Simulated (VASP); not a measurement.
# CdSe: single point with PBE

CdSe:

```
Cd Se
1.0
     0.00000    2.87396    2.87396
     2.87396    0.00000    2.87396
     2.87396    2.87396    0.00000
Cd Se
1 1
Direct
  0.00000 0.00000 0.00000
  0.50000 0.50000 0.50000
```

```json
{"Program": "VASP 6.6.1", "Task": "single point", "Functional": "PBE", "Potentials or basis": "VASP PAW PBE potentials, release 64 (Cd, Se)", "Cutoff": "520 eV", "k mesh": "2 × 2 × 2", "Occupations": "fermi-dirac, width 0.025852 eV", "Spin": "collinear spin, ferromagnetic start", "Starting moments": "[0.11, 0.72] μB"}
```

| Item | Value |
| --- | --- |
| Pressure | 7.3 GPa |
| Net moment | -0.98 μB per cell |
| Site moments | Cd -0.10; Se -0.56 μB |
| Valence electrons inside the program's atomic spheres | Cd 10.31; Se 3.78 |

Levels at points of the mesh, in eV from the Fermi level:
Spin up:
| k point | band 7 | band 8 | band 9 | band 10 | band 11 | band 12 |
| --- | --- | --- | --- | --- | --- | --- |
| (0.00, 0.00, 0.00) | -0.53 | -0.53 | -0.53 | 0.14 | 8.77 | 8.77 |
| (0.50, 0.00, 0.00) | -4.81 | 0.05 | 0.05 | 3.12 | 5.35 | 5.35 |
| (0.50, 0.50, 0.00) | -3.97 | -1.96 | -1.96 | -0.36 | 5.64 | 9.77 |
Spin down:
| k point | band 6 | band 7 | band 8 | band 9 | band 10 | band 11 | band 12 | band 13 | band 14 | band 15 |
| --- | --- | --- | --- | --- | --- | --- | --- | --- | --- | --- |
| (0.00, 0.00, 0.00) | -7.69 | -1.20 | -1.20 | -1.20 | -0.06 | 8.40 | 8.40 | 8.40 | 9.71 | 9.71 |
| (0.50, 0.00, 0.00) | -7.55 | -5.15 | -0.61 | -0.61 | 2.88 | 5.15 | 5.15 | 5.67 | 11.09 | 12.50 |
| (0.50, 0.50, 0.00) | -7.13 | -4.45 | -2.54 | -2.54 | -0.46 | 5.33 | 9.37 | 10.10 | 10.10 | 13.95 |

It took 15 s on 1 thread of Intel Xeon 6975P-C (shared host), peak memory 0.18 GiB.

Caveat: the k points lie up to 0.95 Å⁻¹ apart.
